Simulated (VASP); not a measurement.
The system is C.

```
CELL_PARAMETERS angstrom
0.00000 1.74696 1.74696
1.74696 0.00000 1.74696
1.74696 1.74696 0.00000
ATOMIC_POSITIONS crystal
C 0.75000 0.75000 0.75000
C 0.50000 0.50000 0.50000
```

Base run:

| Item | Value |
| --- | --- |
| Program | VASP 6.6.1 |
| Functional | revPBE |
| Potentials or basis | VASP PAW PBE potentials, release 64 (C) |
| Cutoff | 520 eV |
| k mesh | 13 × 13 × 13 |
| Occupations | fermi-dirac, width 0.05 eV |
| Spin | no spin polarisation |

Its results: band gap on the k mesh 4.26 eV, indirect (least direct gap 5.76 eV); pressure 38.1 GPa.

Problem. After a change of settings the same cell gave: band gap on the k mesh 4.48 eV, indirect (least direct gap 6.01 eV); pressure 29.6 GPa. Which change was it?
A. dispersion from none to D3(BJ)
B. functional from revPBE to r2SCAN
C. functional from revPBE to RPBE; further incar settings from ALGO = Normal; EDIFF = 1e-06; NBANDS = 11 to ALGO = Normal; EDIFF = 1e-07; NBANDS = 11
D. functional from revPBE to LDA; potentials or basis from VASP PAW PBE potentials, release 64 (C) to VASP PAW LDA potentials, release 64 (C_h); cutoff from 520 eV to 910 eV

Solution. B.

r2SCAN gives the wider gap, since meta-GGAs in the generalised Kohn-Sham scheme recover part of the derivative discontinuity.

Caveats: the PAW data sets were made with another functional, which shifts forces and pressure a little.
